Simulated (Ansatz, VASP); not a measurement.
**One calculation of Rb2YOsC6N6, two programs**

File INCAR:

```
PREC = Accurate ; ENCUT = 520
EDIFF = 1E-6 ; ISMEAR = 0
SIGMA = 0.1 ; LREAL = Auto
LASPH = True ; NELM = 150
ALGO = Normal ; ISIF = 2
LWAVE = False ; LCHARG = False
ISPIN = 2 ; MAGMOM = 0 0 0 1 0 0 0 0 0 0 0 0 0 0 0 0
LORBIT = 11 ; LMAXMIX = 4
GGA = PE ; NBANDS = 64
```

The input KPOINTS:

```
regular mesh
0
Gamma
  4 4 4
```

POSCAR

```
Rb2YOsC6N6
1.0
    0.0000000000      5.2760000000      5.2760000000
    5.2760000000      0.0000000000      5.2760000000
    5.2760000000      5.2760000000      0.0000000000
Rb Y Os C N
2 1 1 6 6
Direct
    0.2500000000      0.2500000000      0.2500000000
    0.7500000000      0.7500000000      0.7500000000
    0.5000000000      0.5000000000      0.5000000000
    0.0000000000      0.0000000000      0.0000000000
    0.8203184200      0.1796815800      0.1796815800
    0.1796815800      0.8203184200      0.1796815800
    0.1796815800      0.1796815800      0.8203184200
    0.1796815800      0.8203184200      0.8203184200
    0.8203184200      0.1796815800      0.8203184200
    0.8203184200      0.8203184200      0.1796815800
    0.7094389700      0.2905610300      0.2905610300
    0.2905610300      0.7094389700      0.2905610300
    0.2905610300      0.2905610300      0.7094389700
    0.2905610300      0.7094389700      0.7094389700
    0.7094389700      0.2905610300      0.7094389700
    0.7094389700      0.7094389700      0.2905610300
```

Input for Ansatz:

```yaml
crystal:
  lattice:
    - [0.0, 5.276, 5.276]
    - [5.276, 0.0, 5.276]
    - [5.276, 5.276, 0.0]
  atoms:
    - { symbol: Rb, position: [0.25, 0.25, 0.25] }
    - { symbol: Rb, position: [0.75, 0.75, 0.75] }
    - { symbol: "Y", position: [0.5, 0.5, 0.5] }
    - { symbol: Os, position: [0.0, 0.0, 0.0], spin: 1.0 }
    - { symbol: C, position: [0.82031842, 0.17968158, 0.17968158] }
    - { symbol: C, position: [0.17968158, 0.82031842, 0.17968158] }
    - { symbol: C, position: [0.17968158, 0.17968158, 0.82031842] }
    - { symbol: C, position: [0.17968158, 0.82031842, 0.82031842] }
    - { symbol: C, position: [0.82031842, 0.17968158, 0.82031842] }
    - { symbol: C, position: [0.82031842, 0.82031842, 0.17968158] }
    - { symbol: "N", position: [0.70943897, 0.29056103, 0.29056103] }
    - { symbol: "N", position: [0.29056103, 0.70943897, 0.29056103] }
    - { symbol: "N", position: [0.29056103, 0.29056103, 0.70943897] }
    - { symbol: "N", position: [0.29056103, 0.70943897, 0.70943897] }
    - { symbol: "N", position: [0.70943897, 0.29056103, 0.70943897] }
    - { symbol: "N", position: [0.70943897, 0.70943897, 0.29056103] }
basis:
  ecutwfc: 420
kpoints:
  mp_grid: { grid: [4, 4, 4] }
hamiltonian:
  xc: pbe
scf:
  occupations: { method: gaussian, width: 0.1 }
  lower_state_search: "off"
output:
  forces: true
  stress: true
  eigenvalues: true
  populations: true
magnetization:
  spin_polarized: true
```

Alike in both runs: task single point; functional PBE; k mesh 4 × 4 × 4; occupations gaussian, width 0.1 eV; collinear spin.

|  | VASP | Ansatz |
| --- | --- | --- |
| version | VASP 6.6.1 | Ansatz 0.2.0 |
| potentials or method | VASP PAW PBE potentials, release 64 (Rb_sv, Y_sv, Os, C, N), cutoff 520 eV | scalar-relativistic, plane waves, PAW |
| valence electrons in the cell | 91 | 99 |

|  | VASP | Ansatz | Ansatz less VASP |
| --- | --- | --- | --- |
| gap on the k mesh at the Fermi level (eV) | none | none | - |
| pressure (GPa) | 15.4 | 14.7 | -0.72 |
| rms of the force components (eV/Å) | 0.518 | 0.513 | -0.0056 |
| net moment per atom (μB) | 0.00 | 0.00 | 0.000 |

Atom by atom the forces differ by 0.146 eV/Å (rms over components). A gap of «none» marks a metal or a gap that the smearing closes. VASP's potentials hold 91 valence electrons a cell and Ansatz's 99, so a difference there can come from the potentials and not from the codes. Ansatz's warnings: seeded moment not kept.

Neither program's run includes spin-orbit coupling. Noted on VASP's run: the standard files for N, O and F lose accuracy on very short bonds.
